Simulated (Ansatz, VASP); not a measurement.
Ga3AsP2 in VASP and in Ansatz

```
P Ga As
1.0
    -1.99348    5.98062    2.81949
     1.99348   -5.98062    2.81949
     1.99348    5.98062   -2.81949
P Ga As
2 3 1
Direct
  0.33289 0.00034 0.33255
  0.66779 0.00034 0.66745
  0.57277 0.74409 0.82868
  0.91541 0.74409 0.17132
  0.26195 0.76195 0.50000
  0.99919 0.99919 0.00000
```

Alike in both runs: task single point; functional PBE; k mesh 6 × 6 × 6; no spin polarisation.

|  | VASP | Ansatz |
| --- | --- | --- |
| version | VASP 6.6.1 | Ansatz 0.2.0 |
| potentials or method | VASP PAW PBE potentials, release 64 (P, Ga_d, As) | plane waves, PAW |
| plane-wave cutoff (eV) | 520 | 420 |
| occupations | gaussian, width 0.01 eV | fixed |
| valence electrons in the cell | 54 | 64 |

VASP gave:

| Item | Value |
| --- | --- |
| gap on the k mesh at the Fermi level (eV) | 0.81 |
| pressure (GPa) | -1.9 |
| rms of the force components (eV/Å) | 0.006 |

Task: Estimate Ansatz's values.

Result: gap on the k mesh at the Fermi level (eV): 0.81; pressure (GPa): -2.0; rms of the force components (eV/Å): 0.005.

VASP's potentials hold 54 valence electrons a cell and Ansatz's 64, so a difference there can come from the potentials and not from the codes.
